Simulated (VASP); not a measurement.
Input of a VASP 6.6.1 run:

The input INCAR:

```
SYSTEM = Li6ZnCl8
PREC = Accurate ; ENCUT = 520
EDIFF = 1E-6 ; ISMEAR = -1
SIGMA = 0.0552 ; LREAL = Auto
LASPH = .True. ; NELM = 80
ALGO = Normal ; ISIF = 2
LWAVE = .False. ; LCHARG = .True.
GGA = PE ; LELF = .True.
LVHAR = .True. ; NBANDS = 56
ISYM = 0
```

The input KPOINTS:

```
regular mesh
0
Gamma
  1 1 1
  0 0 0
```

The input POSCAR:

```
Li6ZnCl8
1.0
    6.7842910000     -0.0457590000      0.3057740000
   -0.0457590000      6.9340140000      0.0689130000
    0.3057740000      0.0689130000      6.9022230000
Zn Cl Li
1 8 6
Direct
    0.0241798857      0.5318743213      0.9497984004
    0.0773927795      0.0814641787      0.5024546960
    0.7804367840      0.4190311454      0.7892731124
    0.0324311108      0.8765746375      0.9368654159
    0.2472710943      0.5732891790      0.5201295077
    0.5091669060      0.9763057242      0.7311161697
    0.6127455636      0.0697322232      0.2383644923
    0.8013002618      0.5528196421      0.2636303918
    0.2804397597      0.3596900385      1.0127679870
   -0.0790349466      0.9334257404      0.2349961257
    0.1968302999      0.1081713352      0.7769391109
    0.9932282952      0.3973644432      0.4705573893
    0.7176705867      0.1011974818      0.9178693838
    0.4838577333      0.3790195253      0.2723020559
    0.3767017438      0.9194420902      0.4647043262
```

Potentials or basis: VASP PAW PBE potentials, release 64 (Zn, Cl, Li_sv).

Launch:

```bash
$ cat potpaw_PBE.64/Zn/POTCAR potpaw_PBE.64/Cl/POTCAR potpaw_PBE.64/Li_sv/POTCAR > POTCAR
$ mpirun -np 1 vasp_gam > vasp.out
```

(1) What does it give for the largest force?

Results:

(1) 1.266 eV/Å.

Caveat: the k points lie up to 0.93 Å⁻¹ apart; the atoms stand as in a frame of molecular dynamics.
